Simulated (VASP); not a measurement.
Wanted: the native input for a VASP 6.6.1 run.

```
Task                   : single point
Functional             : PBEsol
Potentials or basis    : VASP PAW PBE potentials, release 64 (Al, Cu)
Cutoff                 : 520 eV
k mesh                 : 16 × 16 × 16
Occupations            : gaussian, width 0.15 eV
Spin                   : no spin polarisation
Dipole correction      : no
Further INCAR settings : ALGO = Fast; EDIFF = 1e-06; NBANDS = 16
```

The structure of Al2Cu lies in POSCAR:

```
Al2Cu
1.0
   -2.0246315468      2.0246315468      2.8630136658
    2.0246315468     -2.0246315468      2.8630136658
    2.0246315468      2.0246315468     -2.8630136658
Al Cu
2 1
Direct
    0.7500000000      0.2963047215      0.5463047215
    0.2500000000      0.7963047215      0.5463047215
    0.5000000000      0.4606781662     -0.0393218338
```

This cell differs from its parent crystal: atoms displaced along a vibrational mode.

These files were run (other wordings do the same):

INCAR

```
SYSTEM = Al2Cu
PREC     = Accurate       ! precision mode
ENCUT    = 520            ! plane-wave cutoff, eV
EDIFF    = 1E-6           ! SCF threshold, eV
ISMEAR   = 0              ! smearing method
SIGMA    = 0.15           ! smearing width, eV
LREAL    = .FALSE.        ! projectors in reciprocal space
LASPH    = .TRUE.         ! aspherical terms in the spheres
NELM     = 100            ! most SCF steps
ALGO     = Fast           ! electronic algorithm
ISIF     = 2              ! what is computed and relaxed
LWAVE    = .FALSE.        ! write WAVECAR
LCHARG   = .TRUE.         ! write CHGCAR
GGA      = PS             ! functional
LELF     = .TRUE.         ! ELF
LVHAR    = .TRUE.       
NBANDS   = 16             ! bands
```

KPOINTS

```
Automatic mesh
0
G
  16 16 16
  0 0 0
```

Potentials or basis: VASP PAW PBE potentials, release 64 (Al, Cu).

Run with:

```console
$ cat potpaw_PBE.64/Al/POTCAR potpaw_PBE.64/Cu/POTCAR > POTCAR
$ mpirun -np 1 vasp_std > vasp.out
```

Results of the run:

```json
{"Pressure": "5.0 GPa", "Largest force": "3.042 eV/Å", "Band gap on the k mesh": "zero (an odd number of electrons rules out a gap without spin polarisation)"}
```

Caveat: the cell differs from its parent crystal (atoms displaced along a vibrational mode); the stress differs along the axes, from -1 to 9 GPa; the PAW data sets were made with another functional, which shifts forces and pressure a little.

Run time: 14 min on 1 thread of Intel Xeon 8259CL (shared host), peak memory 0.54 GiB.
